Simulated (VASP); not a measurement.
# MgH2 (I4_1/amd) in VASP: further runs

The runs below take MgH2 through single point, relaxation of cell and atoms, with PBE.

Program: VASP 6.6.1. These are calculated values, not measurements. Logs are shortened: lines on timing, memory, paths and dates and some standing lists are left out, and cuts for length are marked.

### 1 The cell of the first run

Symmetry: I4_1/amd, No. 141, tetragonal system. Conventional cell: a = 3.811 Å, b = 3.811 Å, c = 9.451 Å, α = 90.00°, β = 90.00°, γ = 90.00°. Within 2.6 Å of Mg (site symmetry -4m2) lie 6 H at 1.94 to 1.99 Å. H (site symmetry 2mm) has 3 Mg at 1.94 to 1.99 Å and 2 H at 2.50 Å within 2.6 Å.

### 2 Single point, PBE

INCAR reads:

```
  PREC = Accurate
  ENCUT = 520
  EDIFF = 1E-6
  ISMEAR = 0
  SIGMA = 0.02
  LREAL = False
  LASPH = True
  NELM = 80
  ALGO = Normal
  ISIF = 2
  LWAVE = False
  LCHARG = True
  GGA = PE
  LELF = True
  LVHAR = True
  NBANDS = 13
```

KPOINTS reads:

```
regular mesh
0
Gamma
  8 8 8
```

POSCAR reads:

```
MgH2
1.0
   -1.9054829554      1.9054829554      4.7257189714
    1.9054829554     -1.9054829554      4.7257189714
    1.9054829554      1.9054829554     -4.7257189714
Mg H
2 4
Direct
    0.2500000000      0.7500000000      0.5000000000
    0.5000000000      0.5000000000      0.0000000000
    0.4602543476      0.9602543476      0.5000000000
    0.7102543476      0.7102543476      0.0000000000
    0.0397456524      0.5397456524      0.5000000000
    0.2897456524      0.2897456524      0.0000000000
```

Potentials or basis: VASP PAW PBE potentials, release 64 (Mg, H).

Launch:

```
cat potpaw_PBE.64/Mg/POTCAR potpaw_PBE.64/H/POTCAR > POTCAR
mpirun -np 1 vasp_std > vasp.out
```

OUTCAR:

```text
PREC = Accurate
   ENCUT = 520
   EDIFF = 1E-6
   ISMEAR = 0
   LREAL = False
   LASPH = True
   NELM = 80
   ISIF = 2
   GGA = PE

 ion  position               nearest neighbor table
   1  0.250  0.750  0.500-   4 1.94   6 1.94   6 1.94   4 1.94   3 1.99   5 1.99   2 3.04   2 3.04
                             2 3.04   2 3.04
   2  0.500  0.500  0.000-   3 1.94   5 1.94   5 1.94   3 1.94   4 1.99   6 1.99   1 3.04   1 3.04
                             1 3.04   1 3.04
   3  0.460  0.960  0.500-   2 1.94   2 1.94   1 1.99
   4  0.710  0.710  0.000-   1 1.94   1 1.94   2 1.99
   5  0.040  0.540  0.500-   2 1.94   2 1.94   1 1.99
   6  0.290  0.290  0.000-   1 1.94   1 1.94   2 1.99

  LATTYP: Found a body centered tetragonal cell.
 ALAT       =     3.8109659108
 C/A-ratio  =     2.4800636280

  Lattice vectors:

 A1 = (  -1.9054829554,   1.9054829554,   4.7257189714)
 A2 = (   1.9054829554,  -1.9054829554,   4.7257189714)
 A3 = (   1.9054829554,   1.9054829554,  -4.7257189714)

Analysis of symmetry for initial positions (statically):
=====================================================================
 Subroutine PRICEL returns:
 Original cell was already a primitive cell.

 Routine SETGRP: Setting up the symmetry group for a
 body centered tetragonal supercell.

 Subroutine GETGRP returns: Found 16 space group operations
 (whereof  8 operations were pure point group operations)
 out of a pool of 16 trial point group operations.

The static configuration has the point symmetry D_2d.
 The point group associated with its full space group is D_4h.

Analysis of symmetry for dynamics (positions and initial velocities):
=====================================================================
 Subroutine PRICEL returns:
 Original cell was already a primitive cell.

 Routine SETGRP: Setting up the symmetry group for a
 body centered tetragonal supercell.

 Subroutine GETGRP returns: Found 16 space group operations
 (whereof  8 operations were pure point group operations)
 out of a pool of 16 trial point group operations.

The dynamic configuration has the point symmetry D_2d.
 The point group associated with its full space group is D_4h.

 Subroutine INISYM returns: Found 16 space group operations
 (whereof  8 operations are pure point group operations),
 and found     1 'primitive' translations

----------------------------------------------------------------------------------------

                                     Primitive cell

  volume of cell :      68.6338

  direct lattice vectors                    reciprocal lattice vectors
    -1.905482955  1.905482955  4.725718971     0.000000000  0.262400668  0.105804006
     1.905482955 -1.905482955  4.725718971     0.262400668  0.000000000  0.105804006
     1.905482955  1.905482955 -4.725718971     0.262400668  0.262400668  0.000000000

  length of vectors
     5.440050586  5.440050586  5.440050586     0.282928610  0.282928610  0.371090583

  position of ions in fractional coordinates (direct lattice)
     0.250000000  0.750000000  0.500000000
     0.500000000  0.500000000  0.000000000
     0.460254348  0.960254348  0.500000000
     0.710254348  0.710254348  0.000000000
     0.039745652  0.539745652  0.500000000
     0.289745652  0.289745652  0.000000000

  ion indices of the primitive-cell ions
   primitive index   ion index
                 1           1
                 2           2
                 3           3
                 4           4
                 5           5
                 6           6

----------------------------------------------------------------------------------------

 KPOINTS: regular mesh

Automatic generation of k-mesh.
 Grid dimensions read from file:
 generate k-points for:    8    8    8

 Generating k-lattice:

  Cartesian coordinates                     Fractional coordinates (reciprocal lattice)
     0.000000000  0.032800083  0.013225501     0.125000000  0.000000000  0.000000000
     0.032800083  0.000000000  0.013225501     0.000000000  0.125000000  0.000000000
     0.032800083  0.032800083  0.000000000     0.000000000  0.000000000  0.125000000

  Length of vectors
     0.035366076  0.035366076  0.046386323

  Shift w.r.t. Gamma in fractional coordinates (k-lattice)
     0.000000000  0.000000000  0.000000000

 Subroutine IBZKPT returns following result:
 ===========================================

 Found     59 irreducible k-points:

 Following reciprocal coordinates:
            Coordinates               Weight
  0.000000  0.000000  0.000000      1.000000
  0.125000  0.000000  0.000000      8.000000
  0.250000  0.000000  0.000000      8.000000
  0.375000  0.000000  0.000000      8.000000
  0.500000  0.000000  0.000000      4.000000
  0.125000  0.125000  0.000000      8.000000
[... 16 lines left out ...]
  0.250000  0.125000  0.125000     16.000000
  0.375000  0.125000  0.125000      8.000000
 [... further k-points ...]
   k-points           NKPTS =     59   k-points in BZ     NKDIM =     59   number of bands    NBANDS=     13
   number of dos      NEDOS =    301   number of ions     NIONS =      6
   total plane-waves  NPLWV =  64000
   dimension x,y,z NGX =    40 NGY =   40 NGZ =   40
   dimension x,y,z NGXF=    80 NGYF=   80 NGZF=   80
   ions per type =               2   4
   NGX,Y,Z   is equivalent  to a cutoff of  12.22, 12.22, 12.22 a.u.
   NGXF,Y,Z  is equivalent  to a cutoff of  24.45, 24.45, 24.45 a.u.
 SYSTEM =  unknown system
   PREC   = accura    normal or accurate (medium, high low for compatibility)
   ISTART =      0    job   : 0-new  1-cont  2-samecut
   ICHARG =      2    charge: 1-file 2-atom 10-const
   ISPIN  =      1    spin polarized calculation?
   LNONCOLLINEAR =      F non collinear calculations
   LSORBIT =      F    spin-orbit coupling
   LASPH  =      T    aspherical Exc in radial PAW
   ENCUT  =  520.0 eV  38.22 Ry    6.18 a.u.  10.11 10.11 10.11*2*pi/ulx,y,z
   NELM   =     80;   NELMIN=  2; NELMDL= -5     # of ELM steps
   EDIFF  = 0.1E-05   stopping-criterion for ELM
   LREAL  =      F    real-space projection
   EDIFFG = 0.1E-04   stopping-criterion for IOM
   NSW    =      0    number of steps for IOM
   IBRION =     -1    ionic relax: 0-MD 1-quasi-New 2-CG
   NFREE  =      0    steps in history (QN), initial steepest desc. (CG)
   ISIF   =      2    stress and relaxation
   ISYM   =      2    0-nonsym 1-usesym 2-fastsym
   POTIM  = 0.5000    time-step for ionic-motion
   TEBEG  =    0.0;   TEEND  =   0.0 temperature during run
   PSTRESS=    0.0 pullay stress
   NELECT =       8.0000    total number of electrons
   NUPDOWN=      -1.0000    fix difference up-down
   EMIN   =  10.00;   EMAX   =-10.00  energy-range for DOS
   EFERMI =   0.00;   METHOD = LEGACY
   ISMEAR =     0;   SIGMA  =   0.02  broadening in eV -4-tet -1-fermi 0-gaus
   EFERMI_NEDOS =   21; number of points for ismear=-14 and -15
   IALGO  =     38    algorithm
   IMIX   =      4    mixing-type and parameters
     AMIX     =   0.40;   BMIX     =  1.00
     AMIX_MAG =   1.60;   BMIX_MAG =  1.00
  volume/ion in A,a.u.               =      11.44        77.19
  Fermi-wavevector in a.u.,A,eV,Ry     =   0.799697  1.511208  8.701135  0.639515
  Thomas-Fermi vector in A             =   1.906850
   LORBIT       =      0    0 simple, 1 ext, 2 COOP (PROOUT), +10 PAW based schemes
   GGA     = PE    functional components
   LHFCALC =     F    Hartree Fock is set to
   AEXX    =    0.0000 exact exchange contribution
   IVDW    =     0    specifies the selected vdW correction
   LEPSILON=     F    determine dielectric tensor
   LRPA    =     F    only Hartree local field effects (RPA)
 non-spin polarized calculation
 Gauss-broadening in eV      SIGMA  =   0.02
  energy-cutoff  :      520.00
  volume of cell :       68.63
 maximum number of plane-waves:      1864
   NGX = 21   NGY = 21   NGZ = 21

 number of electron       8.0000000 magnetization

 Free energy of the ion-electron system (eV)
  ---------------------------------------------------
  ext. energy  EPLUGINS =         0.00000000
  ---------------------------------------------------
  free energy    TOTEN  =       -17.47004998 eV

  energy without entropy =      -17.47004998  energy(sigma->0) =      -17.47004998

 E-fermi :  -0.3973     XC(G=0):  -7.8593

 val. band max:       -0.5022170195   @ k =   0.0000   0.0000   0.0000
 cond. band min:       3.0069003304   @ k =  -0.3750   0.3750   0.0000
 fundamental gap:      3.5091173500
 Fermi energy:        -0.3972736700

 k-point     1 :       0.0000    0.0000    0.0000
  band No.  band energies     occupation
      1      -7.1650      2.00000
      2      -2.4865      2.00000
      3      -2.2586      2.00000
      4      -0.5022      2.00000
      5       4.2771      0.00000
      6       6.0706      0.00000
      7       6.0706      0.00000
      8       6.5791      0.00000
      9       6.5791      0.00000
     10       7.7848      0.00000
     11       8.7982      0.00000
     12      14.0792      0.00000
     13      14.1322      0.00000

 k-point     2 :       0.1250    0.0000    0.0000
  band No.  band energies     occupation
      1      -7.0050      2.00000
      2      -2.7831      2.00000
      3      -1.9801      2.00000
      4      -0.7754      2.00000
      5       4.0214      0.00000
      6       5.5399      0.00000
      7       6.0194      0.00000
      8       6.4469      0.00000
      9       6.9312      0.00000
     10       8.9162      0.00000
     11       9.8196      0.00000
     12      12.5958      0.00000
     13      12.7658      0.00000
[... 321 lines left out ...]
 k-point    23 :       0.2500    0.1250    0.1250
  band No.  band energies     occupation
      1      -5.2964      2.00000
      2      -3.2642      2.00000
      3      -2.5880      2.00000
      4      -1.8144      2.00000
      5       3.2176      0.00000
      6       4.3627      0.00000
      7       4.7619      0.00000
      8       7.0522      0.00000
      9       7.3380      0.00000
     10       9.1970      0.00000
     11      10.7768      0.00000
     12      12.0721      0.00000
     13      12.5191      0.00000

 k-point    24 :       0.3750    0.1250    0.1250
  band No.  band energies     occupation
      1      -4.7106      2.00000
      2      -3.7290      2.00000
      3      -2.8439      2.00000
      4      -1.7871      2.00000
      5       3.0296      0.00000
      6       4.8560      0.00000
      7       5.1662      0.00000
      8       6.0625      0.00000
      9       7.6532      0.00000
     10       8.2746      0.00000
     11      11.3417      0.00000
     12      11.5993      0.00000
     13      12.3084      0.00000

 [... further k-points ...]

------------------------ aborting loop because EDIFF is reached ----------------------------------------

  FORCE on cell =-STRESS in cart. coord.  units (eV):
  Direction    XX          YY          ZZ          XY          YZ          ZX
  --------------------------------------------------------------------------------------
  -------------------------------------------------------------------------------------
  Total       -0.1037707     -0.1037707     -0.1045624      0.0000000     -0.0000000      0.0000000
  in kB       -2.4224080     -2.4224080     -2.4408904      0.0000000     -0.0000000      0.0000000
  external PRESSURE =      -2.4285688 kB  Pullay stress =       0.0000000 kB

 VOLUME and BASIS-vectors are now :
 -----------------------------------------------------------------------------
  energy-cutoff  :      520.00
  volume of cell :       68.63
      direct lattice vectors                 reciprocal lattice vectors
    -1.905482955  1.905482955  4.725718971     0.000000000  0.262400668  0.105804006
     1.905482955 -1.905482955  4.725718971     0.262400668  0.000000000  0.105804006
     1.905482955  1.905482955 -4.725718971     0.262400668  0.262400668  0.000000000

 POSITION                                       TOTAL-FORCE (eV/Angst)
 -----------------------------------------------------------------------------------
      1.90548      0.00000      2.36286         0.000000      0.000000      0.000000
      0.00000      0.00000      4.72572         0.000000      0.000000      0.000000
      1.90548      0.00000      4.35007        -0.000000     -0.000000      0.000394
      0.00000      0.00000      6.71292         0.000000      0.000000      0.000394
      1.90548     -0.00000      0.37565         0.000000      0.000000     -0.000394
      0.00000      0.00000      2.73851        -0.000000     -0.000000     -0.000394
 -----------------------------------------------------------------------------------
    total drift:                               -0.000000      0.000000     -0.000000

  FREE ENERGIE OF THE ION-ELECTRON SYSTEM (eV)
  ---------------------------------------------------
  free  energy   TOTEN  =       -17.4700499830 eV

  energy  without entropy=      -17.4700499830  energy(sigma->0) =      -17.47004998
```

Run time: 74 s. Hardware: 1 thread of Intel Xeon 6975P-C (Granite Rapids), shared host; peak memory 0.25 GiB.

What came out:

| Quantity | Value |
| --- | --- |
| Free energy | -17.4700 eV |
| Pressure | -0.2 GPa |
| Band gap on the k mesh | 3.51 eV, indirect (least direct gap 4.76 eV) |

Levels at points of the mesh, in eV from the valence-band top:
```tsv
k point	band 2	band 3	band 4	band 5	band 6	band 7
(0.00, 0.00, 0.00)	-1.98	-1.76	0.00	4.78	6.57	6.57
(0.50, 0.00, 0.00)	-3.57	-2.44	-0.88	4.14	6.76	7.15
(0.50, 0.50, 0.00)	-2.87	-2.43	-2.43	3.56	3.56	5.94
(0.50, 0.50, 0.50)	-5.24	-0.28	-0.28	5.34	5.34	8.71
```

A k mesh can miss the band edges.

(Continued in part 2 of 2.)
